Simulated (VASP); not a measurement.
A run of VASP 6.6.1:

Contents of POSCAR:

```
KF
1.0
    0.0000000000      2.6589566777      2.6589566777
    2.6589566777      0.0000000000      2.6589566777
    2.6589566777      2.6589566777      0.0000000000
K F
1 1
Direct
    0.0000000000      0.0000000000      0.0000000000
    0.5000000000      0.5000000000      0.5000000000
```

File INCAR.step1:

```
PREC = Accurate
ENCUT = 520
EDIFF = 1E-5
ISMEAR = 0
SIGMA = 0.01
LREAL = F
LASPH = T
NELM = 60
ALGO = Normal
ISIF = 2
LWAVE = T
LCHARG = F
NBANDS = 15
GGA = PE
```

Contents of INCAR.step2:

```
PREC = Accurate
ENCUT = 520
EDIFF = 1E-6
ISMEAR = 0
SIGMA = 0.01
LREAL = F
LASPH = T
NELM = 60
ALGO = Normal
ISIF = 2
LWAVE = F
LCHARG = F
GGA = PE
LHFCALC = T
AEXX = 0.5
HFSCREEN = 0.2078
PRECFOCK = Normal
NBANDS = 15
ISTART = 1
```

Contents of KPOINTS:

```
Automatic mesh
0
Gamma
  4 4 4
```

Potentials or basis: VASP PAW PBE potentials, release 64 (K_sv, F).

Launch:

```console
$ cat potpaw_PBE.64/K_sv/POTCAR potpaw_PBE.64/F/POTCAR > POTCAR
$ cp INCAR.step1 INCAR
$ mpirun -np 1 vasp_std > vasp.out
$ cp INCAR.step2 INCAR
$ mpirun -np 1 vasp_std > vasp.out
```

Hardware: 1 thread of Intel(R) Xeon(R) Platinum 8259CL CPU @ 2.50GHz (Skylake/Cascade Lake), on a shared host.

How long does it take, and how much memory?

Wall time 5.7 min on 1 thread of Intel(R) Xeon(R) Platinum 8259CL CPU @ 2.50GHz (Skylake/Cascade Lake) (shared host), peak memory 0.27 GiB. Counts: k points 8.
